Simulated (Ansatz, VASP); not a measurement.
Two plane-wave programs on Re

The input INCAR:

```
PREC = Accurate ; ENCUT = 520
EDIFF = 1E-8 ; ISMEAR = -1
SIGMA = 0.05 ; LREAL = False
LASPH = True ; NELM = 60
ALGO = Normal ; ISIF = 2
LWAVE = False ; LCHARG = False
GGA = PE ; LEFG = True
NBANDS = 18
```

The input KPOINTS:

```
regular mesh
0
Gamma
  15 15 15
```

POSCAR

```
Re
1.0
    1.3930884735      0.8043000052      6.7429710243
   -1.3930884735      0.8043000052      6.7429710243
    0.0000000000     -1.6086000104      6.7429710243
Re
3
Direct
    0.0000000000      0.0000000000      0.0000000000
    0.2221738800      0.2221738800      0.2221738800
    0.7778261200      0.7778261200      0.7778261200
```

Input for Ansatz:

```yaml
crystal:
  lattice:
    - [1.3930884735, 0.8043000052, 6.7429710243]
    - [-1.3930884735, 0.8043000052, 6.7429710243]
    - [0.0, -1.6086000104, 6.7429710243]
  atoms:
    - { symbol: Re, position: [0.0, 0.0, 0.0] }
    - { symbol: Re, position: [0.22217388, 0.22217388, 0.22217388] }
    - { symbol: Re, position: [0.77782612, 0.77782612, 0.77782612] }
kpoints:
  mp_grid: { grid: [15, 15, 15] }
scf:
  occupations: { method: fermi_dirac, width: 0.05 }
hamiltonian:
  xc: pbe
  pseudopotentials: { kind: paw }
output:
  forces: true
  stress: true
  eigenvalues: true
  efg: { contact_densities: true }
```

Change from the starting cell: volume scaled by 1.02, PAW files.

Alike in both runs: task electric field gradients; functional PBE; k mesh 15 × 15 × 15; occupations fermi-dirac, width 0.05 eV; no spin polarisation.

|  | VASP | Ansatz |
| --- | --- | --- |
| version | VASP 6.6.1 | Ansatz 0.2.0 |
| potentials or method | VASP PAW PBE potentials, release 64 (Re) | PAW with Ansatz's default frozen-core files, scalar-relativistic |
| plane-wave cutoff (eV) | 520 | 420 |
| valence electrons in the cell | 21 | 45 |

|  | VASP | Ansatz | Ansatz less VASP |
| --- | --- | --- | --- |
| pressure (GPa) | -4.2 | -3.6 | +0.58 |
| traceless stress, the component that is largest in VASP (GPa) | -0.58 | -0.50 | +0.079 |
| rms of the force components (eV/Å) | 0.007 | 0.005 | -0.0019 |
| size of Vzz on the site where it differs most (V/Å²) | 35.2 | 22.0 | -13.28 |

Atom by atom the forces differ by 0.002 eV/Å (rms over components). The functional is the same, so the differences come from potentials, cutoffs and numerics. VASP's potentials hold 21 valence electrons a cell and Ansatz's 45, so a difference there can come from the potentials and not from the codes.

Spin-orbit coupling is off throughout.
